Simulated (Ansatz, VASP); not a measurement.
## Two plane-wave programs on Pd

```xyz
1
Lattice="0.0000 1.9735 1.9735 1.9735 0.0000 1.9735 1.9735 1.9735 0.0000" Properties=species:S:1:pos:R:3 pbc="T T T"
Pd    0.0000    0.0000    0.0000
```

Alike in both runs: task single point; functional PBE; k mesh 14 × 14 × 14; occupations gaussian, width 1 eV; no spin polarisation.

|  | VASP | Ansatz |
| --- | --- | --- |
| version | VASP 6.6.1 | Ansatz 0.2.0 |
| potentials or method | VASP PAW PBE potentials, release 64 (Pd), cutoff 520 eV | plane waves (420 eV) with PAW, scalar-relativistic |
| valence electrons in the cell | 10 | 18 |

VASP gave:

* pressure (GPa): 1.8

What did Ansatz give for the same quantities?

Pressure (GPa): 2.1.

VASP's potentials hold 10 valence electrons a cell and Ansatz's 18, so a difference there can come from the potentials and not from the codes.
